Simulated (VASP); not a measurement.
A run of VASP 6.6.1:

File INCAR:

```
  PREC = Accurate
  ENCUT = 520
  EDIFF = 1E-6
  ISMEAR = -1
  SIGMA = 0.05
  LREAL = False
  LASPH = True
  NELM = 60
  ALGO = Normal
  ISIF = 2
  LWAVE = False
  LCHARG = False
  GGA = PS
  NBANDS = 21
```

The input KPOINTS:

```
regular mesh
0
Gamma
  19 19 10
```

POSCAR

```
Ru
1.0
    2.6901084983      0.0000000000      0.0000000000
   -1.3450542492      2.3297022985      0.0000000000
    0.0000000000      0.0000000000      4.2498124254
Ru
2
Direct
    0.3333333333      0.6666666667      0.2500000000
    0.6666666667      0.3333333333      0.7500000000
```

Potentials or basis: VASP PAW PBE potentials, release 64 (Ru_pv).

Launch:

```bash
$ cat potpaw_PBE.64/Ru_pv/POTCAR > POTCAR
$ mpirun -np 1 vasp_std > vasp.out
```

Hardware: 1 thread of Intel(R) Xeon(R) 6975P-C (Granite Rapids), on a shared host.

Question: How long does it take, and how much memory?

Answer: Run time: 36 s on 1 thread of Intel(R) Xeon(R) 6975P-C (Granite Rapids) (shared host), peak memory 0.22 GiB. Counts: scf iterations 11, k points 240.
